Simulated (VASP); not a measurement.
Input of a VASP 6.6.1 run:

Contents of INCAR:

```
SYSTEM = W
PREC = Accurate
ENCUT = 600
EDIFF = 1E-8
ISMEAR = -1
SIGMA = 0.15
LREAL = .FALSE.
LASPH = .TRUE.
NELM = 60
ALGO = Fast
ISIF = 3
LWAVE = .FALSE.
LCHARG = .FALSE.
GGA = CA
NBANDS = 13
IBRION = 6
NFREE = 2
POTIM = 0.015
NSW = 1
```

The input KPOINTS:

```
Automatic mesh
0
G
  20 20 20
  0 0 0
```

The input POSCAR:

```
W
1.0
    0.0000000000      1.9579366131      1.9579366131
    1.9579366131      0.0000000000      1.9579366131
    1.9579366131      1.9579366131      0.0000000000
W
1
Direct
    0.0000000000      0.0000000000      0.0000000000
```

Potentials or basis: VASP PAW LDA potentials, release 64 (W_sv).

Launch:

```console
$ cat potpaw_LDA.64/W_sv/POTCAR > POTCAR
$ mpirun -np 1 vasp_std > vasp.out
```

Problem. Predict the elastic constants C11, C12, C44.

Solution. 172, 455, -53 GPa.

Problem. Predict the Voigt bulk modulus.

Solution. 361 GPa.

Elastic tensor in Voigt notation (GPa, in the Cartesian axes of the cell as first typed):
```
172 455 455   0   0   0
455 172 455   0   0   0
455 455 172   0   0   0
  0   0   0 -53   0   0
  0   0   0   0 -53   0
  0   0   0   0   0 -53
```

Caveat: the cell is under stress, which shifts elastic constants; the elastic tensor has a negative eigenvalue, so either the cell is unstable as it stands or the mesh is too thin.
